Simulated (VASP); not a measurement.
# TiC: single point with LDA

The system is TiC.

```
CELL_PARAMETERS angstrom
0.00000 1.92800 2.72619
1.92800 0.00000 2.72619
1.92800 1.92800 0.00000
ATOMIC_POSITIONS crystal
Ti 0.00000 0.00000 0.00000
C 0.50000 0.50000 0.50000
```

This cell differs from its parent crystal: ratio of the length along z to the lengths across it x 1.414, volume and fractional coordinates fixed.

```yaml
Program: VASP 6.6.1
Task: single point
Functional: LDA
Potentials_or_basis: VASP PAW LDA potentials, release 64 (Ti_sv, C)
Cutoff: 520 eV
k_mesh: 20 × 20 × 20
Occupations: gaussian, width 0.15 eV
Spin: no spin polarisation
```

```yaml
Pressure: 41.2 GPa
Band_gap_on_the_k_mesh: zero (bands 8 and 9 overlap by 2.58 eV)
```

Stress tensor (GPa, compression positive):
```
 80.51   0.00   0.00
  0.00  80.51   0.00
  0.00   0.00 -37.48
```

Levels at points of the mesh, in eV from the Fermi level:
```
           k point  band 6  band 7  band 8  band 9  band 10  band 11
(0.00, 0.00, 0.00)   -0.94   -0.93    0.49    1.91     1.91     2.25
(0.50, 0.00, 0.00)   -5.95   -4.03   -3.35    3.04     3.11     5.24
(0.50, 0.50, 0.00)   -4.93   -1.61    1.68    1.68     3.13     3.31
(0.50, 0.00, 0.50)   -1.83   -1.42   -0.28   -0.23     1.91     2.38
```

It took 3.1 min on 1 thread of Intel Xeon 8259CL, on a shared host, peak memory 0.3 GiB.

Caveat: the stress differs along the axes, from -37 to 81 GPa.
